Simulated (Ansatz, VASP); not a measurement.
**Two plane-wave programs on AlN**

INCAR

```
SYSTEM = AlN
PREC = Accurate
ENCUT = 520
EDIFF = 1E-6
ISMEAR = 0
SIGMA = 0.05
LREAL = .FALSE.
LASPH = .TRUE.
NELM = 60
ALGO = Normal
ISIF = 2
LWAVE = .FALSE.
LCHARG = .FALSE.
GGA = PS
NBANDS = 16
```

Contents of KPOINTS:

```
regular mesh
0
G
  9 9 6
  0 0 0
```

The input POSCAR:

```
AlN
1.0
    3.2816000000      0.0000000000      0.0000000000
   -1.6408000000      2.8419489650      0.0000000000
    0.0000000000      0.0000000000      4.0986000000
Al N
2 2
Direct
    0.3333333333      0.6666666667      0.7500000000
    0.6666666667      0.3333333333      0.2500000000
    0.3333333333      0.6666666667      0.2500000000
    0.6666666667      0.3333333333      0.7500000000
```

Input for Ansatz:

```yaml
crystal:
  lattice:
    - [3.2816, 0.0, 0.0]
    - [-1.6408, 2.841948965, 0.0]
    - [0.0, 0.0, 4.0986]
  atoms:
    - { symbol: Al, position: [0.3333333333, 0.6666666667, 0.75] }
    - { symbol: Al, position: [0.6666666667, 0.3333333333, 0.25] }
    - { symbol: "N", position: [0.3333333333, 0.6666666667, 0.25] }
    - { symbol: "N", position: [0.6666666667, 0.3333333333, 0.75] }
basis:
  ecutwfc: 520.0
kpoints:
  mp_grid: { grid: [9, 9, 6] }
hamiltonian:
  xc: pbesol
  pseudopotentials: { kind: paw, azcp: { folder: soft_1 } }
scf:
  occupations: { method: gaussian, width: 0.05 }
output:
  forces: true
  stress: true
  eigenvalues: true
```

Alike in both runs: task single point; functional PBEsol; k mesh 9 × 9 × 6; occupations gaussian, width 0.05 eV; no spin polarisation.

|  | VASP | Ansatz |
| --- | --- | --- |
| version | VASP 6.6.1 | Ansatz 0.2.0 |
| potentials or method | VASP PAW PBE potentials, release 64 (Al, N), cutoff 520 eV | scalar-relativistic, plane waves, PAW |
| valence electrons in the cell | 16 | 16 |

VASP gave:

```
gap on the k mesh at the Fermi level (eV)                     : 3.51
least direct gap on the mesh (eV)                             : 3.51
pressure (GPa)                                                : 4.9
traceless stress, the component that is largest in VASP (GPa) : 0.10
```

**Question.** Which values does Ansatz return?

**Answer.** gap on the k mesh at the Fermi level (eV): 3.50; least direct gap on the mesh (eV): 3.50; pressure (GPa): 4.9; traceless stress, the component that is largest in VASP (GPa): 0.10.

VASP's potentials were made for PBE, not for PBEsol, and Ansatz warns of the same on its side. The functional is the same, so the differences come from potentials, cutoffs and numerics.
